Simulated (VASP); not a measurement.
# CdS (P3m1) in VASP: settings compared

CdS is run at these levels: PBE, r2SCAN; tasks: single point.

Program: VASP 6.6.1. These are calculated values, not measurements. Logs are shortened: lines on timing, memory, paths and dates and some standing lists are left out, and cuts for length are marked.

**1. The cell of the first run**

It takes space group P3m1 (No. 156, trigonal). Conventional cell: a = 4.261 Å, b = 4.261 Å, c = 5.804 Å, α = 90.00°, β = 90.00°, γ = 120.00°. Cd (site symmetry 3m) has 3 S at 2.46 Å within 3.2 Å. S (site symmetry 3m) has 3 Cd at 2.46 Å within 3.2 Å.

**2. Single point, PBE**

Input file INCAR:

```
PREC = Accurate ; ENCUT = 520
EDIFF = 1E-7 ; ISMEAR = 1
SIGMA = 0.1 ; LREAL = F
LASPH = T ; NELM = 60
ALGO = Normal ; ISIF = 2
LWAVE = F ; LCHARG = F
GGA = PE ; NBANDS = 16
```

Input file KPOINTS:

```
regular mesh
0
Gamma
  5 5 4
```

Input file POSCAR:

```
CdS
1.0
    4.2611695877      0.0000000000      0.0000000000
   -2.1305847939      3.6902811128      0.0000000000
    0.0000000000      0.0000000000      5.8041729400
Cd S
1 1
Direct
    0.0000000000      0.0000000000      0.4426919200
    0.6666666667      0.3333333333      0.4343080800
```

Potentials or basis: VASP PAW PBE potentials, release 64 (Cd, S).

Launch:

```console
$ cat potpaw_PBE.64/Cd/POTCAR potpaw_PBE.64/S/POTCAR > POTCAR
$ mpirun -np 1 vasp_std > vasp.out
```

OUTCAR:

```text
PREC = Accurate
   ENCUT = 520
   EDIFF = 1E-7
   ISMEAR = 1
   LREAL = F
   LASPH = T
   NELM = 60
   ISIF = 2
   GGA = PE

 ion  position               nearest neighbor table
   1  0.000  0.000  0.443-   2 2.46   2 2.46   2 2.46
   2  0.667  0.333  0.434-   1 2.46   1 2.46   1 2.46

  LATTYP: Found a hexagonal cell.
 ALAT       =     4.2611695877
 C/A-ratio  =     1.3621079426

  Lattice vectors:

 A1 = (   4.2611695877,   0.0000000000,   0.0000000000)
 A2 = (  -2.1305847939,   3.6902811128,   0.0000000000)
 A3 = (   0.0000000000,   0.0000000000,   5.8041729400)

Analysis of symmetry for initial positions (statically):
=====================================================================
 Subroutine PRICEL returns:
 Original cell was already a primitive cell.

 Routine SETGRP: Setting up the symmetry group for a
 hexagonal supercell.

 Subroutine GETGRP returns: Found  6 space group operations
 (whereof  6 operations were pure point group operations)
 out of a pool of 24 trial point group operations.

The static configuration has the point symmetry C_3v.

Analysis of symmetry for dynamics (positions and initial velocities):
=====================================================================
 Subroutine PRICEL returns:
 Original cell was already a primitive cell.

 Routine SETGRP: Setting up the symmetry group for a
 hexagonal supercell.

 Subroutine GETGRP returns: Found  6 space group operations
 (whereof  6 operations were pure point group operations)
 out of a pool of 24 trial point group operations.

The dynamic configuration has the point symmetry C_3v.

 Subroutine INISYM returns: Found  6 space group operations
 (whereof  6 operations are pure point group operations),
 and found     1 'primitive' translations

----------------------------------------------------------------------------------------

                                     Primitive cell

  volume of cell :      91.2701

  direct lattice vectors                    reciprocal lattice vectors
     4.261169588  0.000000000  0.000000000     0.234677353  0.135491033  0.000000000
    -2.130584794  3.690281113  0.000000000     0.000000000  0.270982066  0.000000000
     0.000000000  0.000000000  5.804172940     0.000000000  0.000000000  0.172289835

  length of vectors
     4.261169588  4.261169588  5.804172940     0.270982066  0.270982066  0.172289835

  position of ions in fractional coordinates (direct lattice)
     0.000000000  0.000000000  0.442691920
     0.666666667  0.333333333  0.434308080

  ion indices of the primitive-cell ions
   primitive index   ion index
                 1           1
                 2           2

----------------------------------------------------------------------------------------

 KPOINTS: regular mesh

Automatic generation of k-mesh.
 Grid dimensions read from file:
 generate k-points for:    5    5    4

 Generating k-lattice:

  Cartesian coordinates                     Fractional coordinates (reciprocal lattice)
     0.046935471  0.027098207  0.000000000     0.200000000 -0.000000000  0.000000000
     0.000000000  0.054196413  0.000000000     0.000000000  0.200000000  0.000000000
     0.000000000  0.000000000  0.043072459     0.000000000  0.000000000  0.250000000

  Length of vectors
     0.054196413  0.054196413  0.043072459

  Shift w.r.t. Gamma in fractional coordinates (k-lattice)
     0.000000000  0.000000000  0.000000000

 Subroutine IBZKPT returns following result:
 ===========================================

 Found     17 irreducible k-points:

 Following reciprocal coordinates:
            Coordinates               Weight
  0.000000  0.000000  0.000000      1.000000
  0.200000 -0.000000  0.000000      6.000000
  0.400000 -0.000000  0.000000      6.000000
  0.200000  0.200000  0.000000      6.000000
  0.400000  0.200000  0.000000      6.000000
  0.000000  0.000000  0.250000      2.000000
[... 9 lines left out ...]
  0.200000  0.200000  0.500000      6.000000
  0.400000  0.200000  0.500000      6.000000
   k-points           NKPTS =     17   k-points in BZ     NKDIM =     17   number of bands    NBANDS=     16
   number of dos      NEDOS =    301   number of ions     NIONS =      2
   total plane-waves  NPLWV =  49152
   dimension x,y,z NGX =    32 NGY =   32 NGZ =   48
   dimension x,y,z NGXF=    64 NGYF=   64 NGZF=   96
   ions per type =               1   1
   NGX,Y,Z   is equivalent  to a cutoff of  12.48, 12.48, 13.75 a.u.
   NGXF,Y,Z  is equivalent  to a cutoff of  24.97, 24.97, 27.50 a.u.
 SYSTEM =  unknown system
   PREC   = accura    normal or accurate (medium, high low for compatibility)
   ISTART =      0    job   : 0-new  1-cont  2-samecut
   ICHARG =      2    charge: 1-file 2-atom 10-const
   ISPIN  =      1    spin polarized calculation?
   LNONCOLLINEAR =      F non collinear calculations
   LSORBIT =      F    spin-orbit coupling
   LASPH  =      T    aspherical Exc in radial PAW
   ENCUT  =  520.0 eV  38.22 Ry    6.18 a.u.   7.92  7.92 10.79*2*pi/ulx,y,z
   NELM   =     60;   NELMIN=  2; NELMDL= -5     # of ELM steps
   EDIFF  = 0.1E-06   stopping-criterion for ELM
   LREAL  =      F    real-space projection
   EDIFFG = 0.1E-05   stopping-criterion for IOM
   NSW    =      0    number of steps for IOM
   IBRION =     -1    ionic relax: 0-MD 1-quasi-New 2-CG
   NFREE  =      0    steps in history (QN), initial steepest desc. (CG)
   ISIF   =      2    stress and relaxation
   ISYM   =      2    0-nonsym 1-usesym 2-fastsym
   POTIM  = 0.5000    time-step for ionic-motion
   TEBEG  =    0.0;   TEEND  =   0.0 temperature during run
   PSTRESS=    0.0 pullay stress
   NELECT =      18.0000    total number of electrons
   NUPDOWN=      -1.0000    fix difference up-down
   EMIN   =  10.00;   EMAX   =-10.00  energy-range for DOS
   EFERMI =   0.00;   METHOD = LEGACY
   ISMEAR =     1;   SIGMA  =   0.10  broadening in eV -4-tet -1-fermi 0-gaus
   EFERMI_NEDOS =   21; number of points for ismear=-14 and -15
   IALGO  =     38    algorithm
   IMIX   =      4    mixing-type and parameters
     AMIX     =   0.40;   BMIX     =  1.00
     AMIX_MAG =   1.60;   BMIX_MAG =  1.00
  volume/ion in A,a.u.               =      45.64       307.96
  Fermi-wavevector in a.u.,A,eV,Ry     =   0.952919  1.800756 12.354841  0.908055
  Thomas-Fermi vector in A             =   2.081527
   LORBIT       =      0    0 simple, 1 ext, 2 COOP (PROOUT), +10 PAW based schemes
   GGA     = PE    functional components
   LHFCALC =     F    Hartree Fock is set to
   AEXX    =    0.0000 exact exchange contribution
   IVDW    =     0    specifies the selected vdW correction
   LEPSILON=     F    determine dielectric tensor
   LRPA    =     F    only Hartree local field effects (RPA)
 non-spin polarized calculation
 Methfessel and Paxton  Order N= 1 SIGMA  =   0.10
  energy-cutoff  :      520.00
  volume of cell :       91.27
 maximum number of plane-waves:      2476
 NGX is ok and might be reduce to    32
   NGX = 15   NGY = 15   NGZ = 21

 number of electron      18.0000002 magnetization

 Free energy of the ion-electron system (eV)
  ---------------------------------------------------
  ext. energy  EPLUGINS =         0.00000000
  ---------------------------------------------------
  free energy    TOTEN  =        -5.63986218 eV

  energy without entropy =       -5.64095767  energy(sigma->0) =       -5.64022734

 E-fermi :  -2.0417     XC(G=0):  -6.1428

 val. band max:       -2.1123130367   @ k =   0.0000   0.0000   0.5000
 cond. band min:      -0.6446068302   @ k =   0.0000   0.0000   0.0000
 fundamental gap:      1.4677062065
 Fermi energy:        -2.0417189909

 k-point     1 :       0.0000    0.0000    0.0000
  band No.  band energies     occupation
      1     -13.7200      2.00000
      2      -9.7609      2.00000
      3      -9.7609      2.00000
      4      -9.2575      2.00000
      5      -9.2575      2.00000
      6      -9.0512      2.00000
[... 8 lines left out ...]
     15       8.9030      0.00000
     16       9.5965      0.00000

 k-point     2 :       0.2000   -0.0000    0.0000
  band No.  band energies     occupation
      1     -13.6053      2.00000
      2      -9.7010      2.00000
      3      -9.6654      2.00000
      4      -9.2957      2.00000
      5      -9.2629      2.00000
      6      -9.0089      2.00000
[... 8 lines left out ...]
     15       9.2347      0.00000
     16       9.3445      0.00000

 k-point     3 :       0.4000   -0.0000    0.0000
  band No.  band energies     occupation
      1     -13.4180      2.00000
      2      -9.5226      2.00000
      3      -9.4974      2.00000
      4      -9.3542      2.00000
      5      -9.2715      2.00000
      6      -8.8998      2.00000
[... 8 lines left out ...]
     15       8.0738      0.00000
     16       8.2384      0.00000

 k-point     4 :       0.2000    0.2000    0.0000
  band No.  band energies     occupation
      1     -13.4540      2.00000
      2      -9.6204      2.00000
      3      -9.4950      2.00000
      4      -9.3368      2.00000
      5      -9.2766      2.00000
      6      -8.9088      2.00000
[... 8 lines left out ...]
     15       7.4092      0.00000
     16       8.7469      0.00000
[... 191 lines left out ...]
 k-point    15 :       0.4000   -0.0000    0.5000
  band No.  band energies     occupation
      1     -13.4155      2.00000
      2      -9.5212      2.00000
      3      -9.4974      2.00000
      4      -9.3562      2.00000
      5      -9.2722      2.00000
      6      -8.8968      2.00000
[... 8 lines left out ...]
     15       8.2573      0.00000
     16       8.3158      0.00000

 k-point    16 :       0.2000    0.2000    0.5000
  band No.  band energies     occupation
      1     -13.4513      2.00000
      2      -9.6198      2.00000
      3      -9.4946      2.00000
      4      -9.3386      2.00000
      5      -9.2774      2.00000
      6      -8.9040      2.00000
[... 8 lines left out ...]
     15       7.5253      0.00000
     16       8.2690      0.00000

 k-point    17 :       0.4000    0.2000    0.5000
  band No.  band energies     occupation
      1     -13.3583      2.00000
      2      -9.5224      2.00000
      3      -9.4342      2.00000
      4      -9.3601      2.00000
      5      -9.2891      2.00000
      6      -8.7556      2.00000
[... 8 lines left out ...]
     15       7.8699      0.00000
     16       8.6055      0.00000

------------------------ aborting loop because EDIFF is reached ----------------------------------------

  FORCE on cell =-STRESS in cart. coord.  units (eV):
  Direction    XX          YY          ZZ          XY          YZ          ZX
  --------------------------------------------------------------------------------------
  -------------------------------------------------------------------------------------
  Total       -0.0624985     -0.0624985     -0.0012342      0.0000000     -0.0000000      0.0000000
  in kB       -1.0971137     -1.0971137     -0.0216663      0.0000000     -0.0000000      0.0000000
  external PRESSURE =      -0.7386312 kB  Pullay stress =       0.0000000 kB

 VOLUME and BASIS-vectors are now :
 -----------------------------------------------------------------------------
  energy-cutoff  :      520.00
  volume of cell :       91.27
      direct lattice vectors                 reciprocal lattice vectors
     4.261169588  0.000000000  0.000000000     0.234677353  0.135491033  0.000000000
    -2.130584794  3.690281113  0.000000000     0.000000000  0.270982066  0.000000000
     0.000000000  0.000000000  5.804172940     0.000000000  0.000000000  0.172289835

 POSITION                                       TOTAL-FORCE (eV/Angst)
 -----------------------------------------------------------------------------------
      0.00000      0.00000      2.56946        -0.000000      0.000000     -0.001050
      2.13058      1.23009      2.52080         0.000000     -0.000000      0.001050
 -----------------------------------------------------------------------------------
    total drift:                                0.000001     -0.000000      0.000032

  FREE ENERGIE OF THE ION-ELECTRON SYSTEM (eV)
  ---------------------------------------------------
  free  energy   TOTEN  =        -5.6398621772 eV

  energy  without entropy=       -5.6409576689  energy(sigma->0) =       -5.64022734
```

Run time: 17 s. Hardware: 1 thread of Intel Xeon Platinum 8259CL at 2.50GHz (Skylake/Cascade Lake), shared host; peak memory 0.21 GiB.

Results:

* Free energy: -5.6399 eV
* Pressure: -0.1 GPa
* Band gap on the k mesh: 1.47 eV, indirect (the least direct gap lies 4.3 meV higher)

Stress tensor (GPa, compression positive):
```
-0.11  0.00  0.00
 0.00 -0.11  0.00
 0.00  0.00  0.00
```

Levels at points of the mesh, in eV from the valence-band top:
```tsv
k point	band 7	band 8	band 9	band 10	band 11	band 12
(0.00, 0.00, 0.00)	-1.05	0.00	0.00	1.47	5.57	6.92
(0.00, 0.00, 0.50)	-1.26	0.00	0.00	1.76	5.03	6.98
```

**3. Single point, PBE**

Input file INCAR:

```
PREC     = Accurate       # precision mode
ENCUT    = 520            # plane-wave cutoff, eV
EDIFF    = 1E-6           # SCF threshold, eV
ISMEAR   = 1              # smearing method
SIGMA    = 0.1            # smearing width, eV
LREAL    = F              # projectors in reciprocal space
LASPH    = T              # aspherical terms in the spheres
NELM     = 80             # most SCF steps
ALGO     = Normal         # electronic algorithm
ISIF     = 2              # what is computed and relaxed
LWAVE    = F              # write WAVECAR
LCHARG   = F              # write CHGCAR
GGA      = PE             # functional
NBANDS   = 16             # bands
```

Input file KPOINTS:

```
regular mesh
0
Gamma
  7 7 4
```

POSCAR is that of step 2.

Potentials or basis: VASP PAW PBE potentials, release 64 (Cd, S).

Launch:

```console
$ cat potpaw_PBE.64/Cd/POTCAR potpaw_PBE.64/S/POTCAR > POTCAR
$ mpirun -np 1 vasp_std > vasp.out
```

OUTCAR:

```text
PREC = Accurate
   ENCUT = 520
   EDIFF = 1E-6
   ISMEAR = 1
   LREAL = F
   LASPH = T
   NELM = 80
   ISIF = 2
   GGA = PE

 ion  position               nearest neighbor table
   1  0.000  0.000  0.443-   2 2.46   2 2.46   2 2.46
   2  0.667  0.333  0.434-   1 2.46   1 2.46   1 2.46

  LATTYP: Found a hexagonal cell.
 ALAT       =     4.2611695877
 C/A-ratio  =     1.3621079426

  Lattice vectors:

[... 640 lines left out ...]

 [... further k-points ...]

------------------------ aborting loop because EDIFF is reached ----------------------------------------

  FORCE on cell =-STRESS in cart. coord.  units (eV):
  Direction    XX          YY          ZZ          XY          YZ          ZX
  --------------------------------------------------------------------------------------
  -------------------------------------------------------------------------------------
  Total       -0.0682605     -0.0682605     -0.0012514      0.0000000      0.0000000      0.0000000
  in kB       -1.1982607     -1.1982607     -0.0219676      0.0000000      0.0000000      0.0000000
  external PRESSURE =      -0.8061630 kB  Pullay stress =       0.0000000 kB

 VOLUME and BASIS-vectors are now :
 -----------------------------------------------------------------------------
  energy-cutoff  :      520.00
  volume of cell :       91.27
      direct lattice vectors                 reciprocal lattice vectors
     4.261169588  0.000000000  0.000000000     0.234677353  0.135491033  0.000000000
    -2.130584794  3.690281113  0.000000000     0.000000000  0.270982066  0.000000000
     0.000000000  0.000000000  5.804172940     0.000000000  0.000000000  0.172289835

 POSITION                                       TOTAL-FORCE (eV/Angst)
 -----------------------------------------------------------------------------------
      0.00000      0.00000      2.56946        -0.000000      0.000000     -0.002004
      2.13058      1.23009      2.52080         0.000000     -0.000000      0.002004
 -----------------------------------------------------------------------------------
    total drift:                                0.000001     -0.000000      0.000038

  FREE ENERGIE OF THE ION-ELECTRON SYSTEM (eV)
  ---------------------------------------------------
  free  energy   TOTEN  =        -5.6485067694 eV

  energy  without entropy=       -5.6494008102  energy(sigma->0) =       -5.64880478
```

stdout:

```text
POSCAR found type information on POSCAR CdS
 POSCAR found :  2 types and       2 ions
 scaLAPACK will be used
 LDA part: xc-table for (Slater+PW92), standard interpolation
 POSCAR, INCAR and KPOINTS ok, starting setup
 FFT: planning ... GRIDC
 FFT: planning ... GRID_SOFT
 FFT: planning ... GRID
 WAVECAR not read
 entering main loop
```

Run time: 26 s. Hardware: 1 thread of Intel Xeon Platinum 8259CL at 2.50GHz (Skylake/Cascade Lake), shared host; peak memory 0.22 GiB.

Results:

```yaml
Free_energy: -5.6485 eV
Pressure: -0.1 GPa
Band_gap_on_the_k_mesh: 1.47 eV, indirect (the least direct gap lies 4.3 meV higher)
```

Forces on the atoms (eV/Å):
```
Cd   0.000  0.000 -0.002
S    0.000  0.000  0.002
```

**4. Single point, r2SCAN**

POSCAR is that of step 3.

Input file INCAR.step1:

```
SYSTEM = CdS
PREC = Accurate
ENCUT = 520
ISMEAR = 1
SIGMA = 0.05
LREAL = .FALSE.
LASPH = .TRUE.
NELM = 60
NBANDS = 16
GGA = PE
ALGO = Normal
EDIFF = 1E-4
LWAVE = .TRUE.
LCHARG = .FALSE.
```

Input file INCAR.step2:

```
SYSTEM = CdS
PREC = Accurate
ENCUT = 520
EDIFF = 1E-6
ISMEAR = 1
SIGMA = 0.05
LREAL = .FALSE.
LASPH = .TRUE.
NELM = 60
ALGO = Normal
ISIF = 2
LWAVE = .FALSE.
LCHARG = .FALSE.
METAGGA = R2SCAN
LMIXTAU = .TRUE.
NBANDS = 16
ISTART = 1
```

Input file KPOINTS:

```
Automatic mesh
0
G
  6 6 4
  0 0 0
```

Launch:

```console
$ cat potpaw_PBE.64/Cd/POTCAR potpaw_PBE.64/S/POTCAR > POTCAR
$ cp INCAR.step1 INCAR
$ mpirun -np 1 vasp_std > vasp.out
$ cp INCAR.step2 INCAR
$ mpirun -np 1 vasp_std > vasp.out
```

Wall time 83 s (1 thread of Intel Xeon Platinum 8259CL at 2.50GHz (Skylake/Cascade Lake), shared host); peak memory 0.23 GiB.

Results (log left out):

| Item | Value |
| --- | --- |
| Free energy | -29.0243 eV |
| Pressure | -0.7 GPa |
| Largest force | 0.013 eV/Å |
| Band gap on the k mesh | 1.90 eV, indirect (the least direct gap lies 4.3 meV higher) |

Forces in eV/Å, atoms in the order of the input:
```
Cd   0.000  0.000 -0.013
S    0.000  0.000  0.013
```

Stress tensor (GPa, compression positive):
```
-0.97  0.00  0.00
 0.00 -0.97  0.00
 0.00  0.00 -0.09
```

Levels at points of the mesh, in eV from the valence-band top:
```tsv
k point	band 5	band 6	band 7	band 8	band 9	band 10	band 11	band 12	band 13	band 14
(0.00, 0.00, 0.00)	-7.37	-7.18	-1.12	0.00	0.00	1.90	5.90	7.43	7.43	7.53
(0.50, 0.00, 0.00)	-7.39	-6.96	-3.61	-1.34	-0.22	4.11	5.58	7.08	7.85	10.63
(0.00, 0.00, 0.50)	-7.37	-7.17	-1.33	0.00	0.00	2.23	5.37	7.48	7.48	9.75
(0.50, 0.00, 0.50)	-7.39	-6.95	-3.58	-1.33	-0.33	4.29	4.60	8.10	8.53	10.49
```

Caveat: the PAW data sets were made with another functional, which shifts forces and pressure a little. A k mesh can miss the band edges.

(Continued in part 2 of 2.)
